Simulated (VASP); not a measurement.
## Zn: single point with PBE

Zn:

```xyz
1
Lattice="2.6283 0.0000 0.0000 0.0000 2.6283 0.0000 0.0000 0.0000 2.6283" Properties=species:S:1:pos:R:3 pbc="T T T"
Zn    0.0000    0.0000    0.0000
```

| Quantity | Value |
| --- | --- |
| Program | VASP 6.6.1 |
| Task | single point |
| Functional | PBE |
| Potentials or basis | VASP PAW PBE potentials, release 64 (Zn) |
| Cutoff | 520 eV |
| k mesh | 18 × 18 × 18 |
| Occupations | methfessel-paxton, width 0.05 eV |
| Spin | no spin polarisation |

The pressure is 0.2 GPa. The band gap on the k mesh is zero (band 6 reaches 7.30 eV, above the bottom of band 7 at -0.97 eV).

Levels at points of the mesh, in eV from the Fermi level:
| k point | band 2 | band 3 | band 4 | band 5 | band 6 | band 7 | band 8 | band 9 | band 10 | band 11 |
| --- | --- | --- | --- | --- | --- | --- | --- | --- | --- | --- |
| (0.00, 0.00, 0.00) | -7.89 | -7.89 | -6.74 | -6.74 | -6.74 | 12.23 | 12.23 | 12.23 | 15.15 | 15.15 |
| (0.50, 0.00, 0.00) | -7.68 | -7.07 | -7.07 | -6.71 | -2.89 | -2.76 | 16.69 | 16.69 | 19.24 | 19.39 |
| (0.50, 0.50, 0.00) | -7.58 | -7.01 | -7.01 | -6.47 | 1.41 | 1.41 | 2.50 | 6.16 | 21.57 | 23.55 |
| (0.50, 0.50, 0.50) | -7.62 | -7.62 | -6.45 | -6.45 | 5.52 | 5.52 | 5.52 | 9.48 | 10.65 | 10.65 |

Run time: 11 s on 1 thread of Intel(R) Xeon(R) 6975P-C (Granite Rapids) (shared host), peak memory 0.15 GiB.
